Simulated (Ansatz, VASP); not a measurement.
One calculation of Bi, two programs

```
Bi
1.0
     3.61529    0.00000    0.00000
    -1.80765    3.13094    0.00000
     0.00000    0.00000    5.94818
Bi
2
Direct
  0.33333 0.66667 0.25000
  0.66667 0.33333 0.75000
```

Alike in both runs: task single point; functional r2SCAN; k mesh 12 × 12 × 6; occupations fermi-dirac, width 0.1 eV; no spin polarisation.

|  | VASP | Ansatz |
| --- | --- | --- |
| version | VASP 6.6.1 | Ansatz 0.2.0 |
| potentials or method | VASP PAW PBE potentials, release 64 (Bi_d), cutoff 520 eV | plane waves (500 eV) with PAW, scalar-relativistic |
| valence electrons in the cell | 30 | 30 |

|  | VASP | Ansatz | Ansatz less VASP |
| --- | --- | --- | --- |
| pressure (GPa) | -3.7 | -3.7 | +0.04 |
| traceless stress, the component that is largest in VASP (GPa) | 0.70 | 0.69 | -0.006 |

VASP's potentials were made for PBE, not for r2SCAN.

Spin-orbit coupling is off throughout.
